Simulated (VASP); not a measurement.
# CuCl3 (Pm-3m) in VASP: single point with LDA+U

Aim: the single point of CuCl3 with LDA+U.

All numbers are computed with VASP 6.6.1; they aren't measurements. Logs are shortened: lines on timing, memory, paths and dates and some standing lists are left out, and cuts for length are marked.

## (1) The cell of the first run

Symmetry: Pm-3m, No. 221, cubic system. The conventional cell has a = 4.731 Å, b = 4.731 Å, c = 4.731 Å, α = 90.00°, β = 90.00°, γ = 90.00°. Cu (site symmetry m-3m) has 6 Cl at 2.37 Å within 3.1 Å. Within 3.1 Å of Cl (site symmetry 4/mmm) lie 2 Cu at 2.37 Å.

## (2) Single point, LDA+U, non-collinear spin, twin_end start, moments held on the sites

Input file INCAR:

```
  PREC = Accurate
  ENCUT = 600
  EDIFF = 1E-6
  ISMEAR = 0
  SIGMA = 0.05
  LREAL = False
  LASPH = True
  NELM = 200
  ALGO = Normal
  ISIF = 2
  LWAVE = False
  LCHARG = False
  LNONCOLLINEAR = True
  MAGMOM = 0 0 0.6 0 0 0.18 0 0 0.18 0 0 0.18
  LORBIT = 11
  I_CONSTRAINED_M = 2
  LAMBDA = 10
  M_CONSTR = 0.424 0.424 0 0 0 0 0 0 0 0 0 0
  RWIGS = 1.32 1.02
  ISYM = -1
  AMIX = 0.2
  BMIX = 1E-4
  AMIX_MAG = 0.8
  BMIX_MAG = 1E-4
  LMAXMIX = 4
  LDAU = True
  LDAUTYPE = 2
  LDAUL = 2 -1
  LDAUU = 6 0
  LDAUJ = 0 0
  LDAUPRINT = 1
  NBANDS = 46
  GGA_COMPAT = False
  KPAR = 4
```

Input file KPOINTS:

```
Automatic mesh
0
Gamma
  4 4 4
```

Input file POSCAR:

```
CuCl3
1.0
    4.7311267300      0.0000000000      0.0000000000
    0.0000000000      4.7311267300      0.0000000000
    0.0000000000      0.0000000000      4.7311267300
Cu Cl
1 3
Direct
    0.0000000000      0.0000000000      0.0000000000
    0.5000000000      0.0000000000      0.0000000000
    0.0000000000      0.0000000000      0.5000000000
    0.0000000000      0.5000000000      0.0000000000
```

Potentials or basis: VASP PAW LDA potentials, release 64 (Cu, Cl).

Started as:

```sh
$ cat potpaw_LDA.64/Cu/POTCAR potpaw_LDA.64/Cl/POTCAR > POTCAR
$ mpirun -np 4 vasp_ncl > vasp.out
```

OUTCAR:

```text
PREC = Accurate
   ENCUT = 600
   EDIFF = 1E-6
   ISMEAR = 0
   LREAL = False
   LASPH = True
   NELM = 200
   ISIF = 2
   LNONCOLLINEAR = True
   LORBIT = 11
   ISYM = -1
   AMIX = 0.2
   AMIX_MAG = 0.8

 ion  position               nearest neighbor table
   1  0.000  0.000  0.000-   2 2.37   3 2.37   4 2.37   3 2.37   4 2.37   2 2.37
   2  0.500  0.000  0.000-   1 2.37   1 2.37
   3  0.000  0.000  0.500-   1 2.37   1 2.37
   4  0.000  0.500  0.000-   1 2.37   1 2.37

IMPORTANT INFORMATION: All symmetrisations will be switched off!
NOSYMM: (Re-)initialisation of all symmetry stuff for point group C_1.

----------------------------------------------------------------------------------------

                                     Primitive cell

  volume of cell :     105.8995

  direct lattice vectors                    reciprocal lattice vectors
     4.731126730  0.000000000  0.000000000     0.211366141  0.000000000  0.000000000
     0.000000000  4.731126730  0.000000000     0.000000000  0.211366141  0.000000000
     0.000000000  0.000000000  4.731126730     0.000000000  0.000000000  0.211366141

  length of vectors
     4.731126730  4.731126730  4.731126730     0.211366141  0.211366141  0.211366141

  position of ions in fractional coordinates (direct lattice)
     0.000000000  0.000000000  0.000000000
     0.500000000  0.000000000  0.000000000
     0.000000000  0.000000000  0.500000000
     0.000000000  0.500000000  0.000000000

  ion indices of the primitive-cell ions
   primitive index   ion index
                 1           1
                 2           2
                 3           3
                 4           4

----------------------------------------------------------------------------------------

 KPOINTS: Automatic mesh

Automatic generation of k-mesh.
 Grid dimensions read from file:
 generate k-points for:    4    4    4

 Generating k-lattice:

  Cartesian coordinates                     Fractional coordinates (reciprocal lattice)
     0.052841535  0.000000000  0.000000000     0.250000000  0.000000000  0.000000000
     0.000000000  0.052841535  0.000000000     0.000000000  0.250000000  0.000000000
     0.000000000  0.000000000  0.052841535     0.000000000  0.000000000  0.250000000

  Length of vectors
     0.052841535  0.052841535  0.052841535

  Shift w.r.t. Gamma in fractional coordinates (k-lattice)
     0.000000000  0.000000000  0.000000000

 Subroutine IBZKPT returns following result:
 ===========================================

 Found     64 irreducible k-points:

 Following reciprocal coordinates:
            Coordinates               Weight
  0.000000  0.000000  0.000000      1.000000
  0.250000  0.000000  0.000000      1.000000
  0.500000  0.000000  0.000000      1.000000
 -0.250000  0.000000  0.000000      1.000000
  0.000000  0.250000  0.000000      1.000000
  0.250000  0.250000  0.000000      1.000000
[... 16 lines left out ...]
  0.500000  0.250000  0.250000      1.000000
 -0.250000  0.250000  0.250000      1.000000
 [... further k-points ...]
[... 44 lines left out ...]
   angular momentum for each species LDAUL =     2   -1
   U (eV)           for each species LDAUU =   6.0  0.0
   J (eV)           for each species LDAUJ =   0.0  0.0
   GGA     = CA    functional components
   LHFCALC =     F    Hartree Fock is set to
   AEXX    =    0.0000 exact exchange contribution
   IVDW    =     0    specifies the selected vdW correction
   LEPSILON=     F    determine dielectric tensor
   LRPA    =     F    only Hartree local field effects (RPA)
 Gauss-broadening in eV      SIGMA  =   0.05
  energy-cutoff  :      600.00
  volume of cell :      105.90
 maximum number of plane-waves:      7150
 NGX is ok and might be reduce to    40
   NGX = 19   NGY = 19   NGZ = 19

 number of electron      31.9999994 magnetization       1.0386398      1.0385274     -0.0008794

atom =   1  type =  1  l = 2

 onsite density matrix

spin component  1

  0.9707  0.0000  0.0000 -0.0000  0.0000      0.0000 -0.0000 -0.0000 -0.0000  0.0000
  0.0000  0.9707  0.0000 -0.0000 -0.0000      0.0000 -0.0000  0.0000 -0.0000  0.0000
  0.0000  0.0000  0.8451 -0.0000  0.0000      0.0000 -0.0000  0.0000  0.0000 -0.0000
 -0.0000 -0.0000 -0.0000  0.9707 -0.0000      0.0000  0.0000 -0.0000  0.0000 -0.0000
  0.0000 -0.0000  0.0000 -0.0000  0.8451     -0.0000 -0.0000  0.0000  0.0000 -0.0000
[... 19 lines left out ...]
  0.9707 -0.0000  0.0000 -0.0000  0.0000     -0.0000  0.0000 -0.0000  0.0000  0.0000
 -0.0000  0.9707 -0.0000 -0.0000 -0.0000     -0.0000 -0.0000  0.0000 -0.0000  0.0000
  0.0000 -0.0000  0.8451  0.0000  0.0000      0.0000 -0.0000 -0.0000  0.0000 -0.0000
 -0.0000 -0.0000  0.0000  0.9707 -0.0000     -0.0000  0.0000 -0.0000  0.0000 -0.0000
  0.0000 -0.0000  0.0000 -0.0000  0.8451     -0.0000 -0.0000  0.0000  0.0000 -0.0000

 occupancies and eigenvectors

  o =  0.7001  v = -0.0000 -0.0000  0.3423  0.0000  0.1810  0.0000  0.0000 -0.4475  0.0000  0.2365      0.0000  0.0000 -0.2905  0.0000  0.5154  0.0000 -0.0000 -0.0367 -0.0000 -0.4925
  o =  0.7002  v =  0.0000  0.0000  0.5192  0.0000  0.2831 -0.0000  0.0000 -0.2470 -0.0000 -0.4466      0.0000  0.0000  0.1699 -0.0000 -0.3484 -0.0000 -0.0000 -0.4873  0.0000  0.0462
  o =  0.9660  v = -0.3004 -0.0141 -0.0000 -0.1182 -0.0000  0.2121  0.0096 -0.0000  0.5278 -0.0000      0.0000 -0.0005  0.0000  0.6297 -0.0000  0.2120  0.0103 -0.0000 -0.3611  0.0000
  o =  0.9660  v =  0.6210  0.1652  0.0000 -0.0550  0.0000 -0.4384 -0.0943 -0.0000  0.2432  0.0000      0.0000  0.0317  0.0000  0.2897  0.0000 -0.4382 -0.1389  0.0000 -0.1657 -0.0000
  o =  0.9660  v = -0.1581  0.6758 -0.0000  0.0088 -0.0000  0.1116 -0.3886  0.0000 -0.0475  0.0000      0.0000  0.1254  0.0000 -0.0586  0.0000  0.1115 -0.5654 -0.0000  0.0352  0.0000
  o =  0.9755  v = -0.2752  0.6170  0.0000  0.0924  0.0000 -0.1950  0.5678  0.0000  0.0726  0.0000      0.0000 -0.1843 -0.0000 -0.0100 -0.0000 -0.1949  0.3064 -0.0000  0.0584  0.0000
  o =  0.9755  v = -0.5899 -0.2128  0.0000 -0.1535  0.0000 -0.4180 -0.2258  0.0000  0.0800 -0.0000      0.0000  0.1060 -0.0000 -0.2665  0.0000 -0.4178 -0.0756  0.0000 -0.2976  0.0000
  o =  0.9755  v = -0.2745 -0.1614 -0.0000  0.2372  0.0000 -0.1945 -0.0839 -0.0000 -0.2446 -0.0000      0.0000 -0.0429  0.0000  0.5827  0.0000 -0.1944 -0.1447 -0.0000  0.5809  0.0000
  o =  0.9901  v = -0.0000 -0.0000 -0.1120 -0.0000  0.0740 -0.0000 -0.0000 -0.3235 -0.0000  0.4781      0.0000  0.0000  0.3455  0.0000 -0.6022 -0.0000 -0.0000  0.1651  0.0000 -0.3734
  o =  0.9901  v = -0.0000  0.0000 -0.6061  0.0000 -0.3594 -0.0000 -0.0000 -0.4085  0.0000 -0.2911      0.0000  0.0000 -0.0283 -0.0000  0.0523 -0.0000  0.0000 -0.4485 -0.0000 -0.2171

 number of electron      31.9999994 magnetization       1.0423771      1.0423745      0.0007396

 Free energy of the ion-electron system (eV)
  ---------------------------------------------------
  ext. energy  EPLUGINS =         0.00000000
  ---------------------------------------------------
  free energy    TOTEN  =        -9.59084690 eV

  energy without entropy =       -9.58392094  energy(sigma->0) =       -9.58738392

 E-fermi :  -0.9478     XC(G=0):  -8.4109

 val. band max:       -0.9524153310   @ k =   0.5000  -0.2500   0.5000
 cond. band min:      -0.9451431087   @ k =   0.5000   0.5000   0.5000
 fundamental gap:      0.0072722222
 Fermi energy:        -0.9477697601

 k-point     1 :       0.0000    0.0000    0.0000
  band No.  band energies     occupation
      1     -15.2966      1.00000
      2     -15.0208      1.00000
      3     -14.1818      1.00000
      4     -14.1818      1.00000
      5     -13.8180      1.00000
      6     -13.8180      1.00000
[... 1117 lines left out ...]
     43       9.3308      0.00000
     44       9.3308      0.00000

 [... further k-points ...]

 [bands above 44 left out]

------------------------ aborting loop because EDIFF is reached ----------------------------------------

  FORCE on cell =-STRESS in cart. coord.  units (eV):
  Direction    XX          YY          ZZ          XY          YZ          ZX
  --------------------------------------------------------------------------------------
  -------------------------------------------------------------------------------------
  Total       -2.8654781     -2.8653588     -2.8653994     -0.0000130      0.0000093     -0.0000131
  in kB      -43.3524790    -43.3506742    -43.3512884     -0.0001966      0.0001411     -0.0001979
  external PRESSURE =     -43.3514805 kB  Pullay stress =       0.0000000 kB

 VOLUME and BASIS-vectors are now :
 -----------------------------------------------------------------------------
  energy-cutoff  :      600.00
  volume of cell :      105.90
      direct lattice vectors                 reciprocal lattice vectors
     4.731126730  0.000000000  0.000000000     0.211366141  0.000000000  0.000000000
     0.000000000  4.731126730  0.000000000     0.000000000  0.211366141  0.000000000
     0.000000000  0.000000000  4.731126730     0.000000000  0.000000000  0.211366141

 POSITION                                       TOTAL-FORCE (eV/Angst)
 -----------------------------------------------------------------------------------
      0.00000      0.00000      0.00000         0.000002     -0.000000     -0.000001
      2.36556      0.00000      0.00000        -0.000001     -0.000000      0.000000
      0.00000      0.00000      2.36556        -0.000000      0.000001      0.000000
      0.00000      2.36556      0.00000        -0.000000     -0.000000      0.000000
 -----------------------------------------------------------------------------------
    total drift:                                0.000001      0.000001     -0.000002

  FREE ENERGIE OF THE ION-ELECTRON SYSTEM (eV)
  ---------------------------------------------------
  free  energy   TOTEN  =        -9.5908468982 eV

  energy  without entropy=       -9.5839209358  energy(sigma->0) =       -9.58738392

 total charge

# of ion       s       p       d       tot
------------------------------------------
    1        0.328   0.320   9.185   9.833
    2        1.606   3.397   0.000   5.004
    3        1.606   3.397   0.000   5.004
    4        1.606   3.397   0.000   5.004
--------------------------------------------------
tot          5.147  10.512   9.185  24.844

 magnetization (x)

# of ion       s       p       d       tot
------------------------------------------
    1        0.006   0.019   0.431   0.457
    2        0.003   0.158   0.000   0.160
    3        0.003   0.158   0.000   0.160
    4        0.003   0.158   0.000   0.160
--------------------------------------------------
tot          0.014   0.492   0.431   0.938

 magnetization (y)

# of ion       s       p       d       tot
------------------------------------------
    1        0.006   0.019   0.431   0.457
    2        0.003   0.158   0.000   0.160
    3        0.003   0.158   0.000   0.160
    4        0.003   0.158   0.000   0.160
--------------------------------------------------
tot          0.014   0.492   0.431   0.938

 magnetization (z)

# of ion       s       p       d       tot
------------------------------------------
    1       -0.000   0.000   0.000   0.000
    2        0.000   0.000   0.000   0.000
    3        0.000   0.000   0.000   0.000
    4        0.000   0.000   0.000   0.000
--------------------------------------------------
tot          0.000   0.000   0.000   0.000
```

Run time: 6.9 min. Hardware: 4 MPI ranks of Intel Xeon Platinum 8375C at 2.90GHz (Ice Lake), shared host; peak memory 0.77 GiB.

Results:

```yaml
Free_energy: -9.5908 eV
Band_gap_on_the_k_mesh: zero (bands 32 and 33 overlap by 0.72 eV)
Net_moment: 1.47 μB per cell
Valence_electrons_inside_the_program's_atomic_spheres: Cu 9.83; Cl 5.00
```

Levels at points of the mesh, in eV from the Fermi level:
```
           k point  band 29  band 30  band 31  band 32  band 33  band 34  band 35  band 36  band 37  band 38
(0.00, 0.00, 0.00)    -0.48    -0.48    -0.48    -0.22    -0.22    -0.22     3.06     3.71     6.48     6.53
(0.50, 0.00, 0.00)    -0.59    -0.57    -0.57    -0.33    -0.33    -0.11     5.98     6.78     8.50     8.60
(0.00, 0.50, 0.00)    -0.59    -0.57    -0.57    -0.33    -0.33    -0.11     5.98     6.78     8.50     8.60
(0.50, 0.50, 0.00)    -0.56    -0.56    -0.01     0.15     0.37     1.83     8.23     8.53     8.53     8.91
(0.00, 0.00, 0.50)    -0.59    -0.57    -0.57    -0.33    -0.33    -0.11     5.98     6.78     8.50     8.60
(0.50, 0.00, 0.50)    -0.56    -0.56    -0.01     0.15     0.37     1.83     8.23     8.53     8.53     8.91
(0.00, 0.50, 0.50)    -0.56    -0.56    -0.01     0.15     0.37     1.83     8.23     8.53     8.53     8.91
(0.50, 0.50, 0.50)     0.16     0.38     0.38     0.38     1.84     1.84     7.33     7.36     7.47     7.47
```

Moments on the atoms (μB; x, y, z):
```
Cu  0.46 0.46 0.00
Cl  0.16 0.16 0.00
Cl  0.16 0.16 0.00
Cl  0.16 0.16 0.00
```

Caveat: moments held by a penalty; a cell with one magnetic atom can't hold antiferromagnetic order, which such compounds often take. The state reached can hang on the start; a lower one may exist.
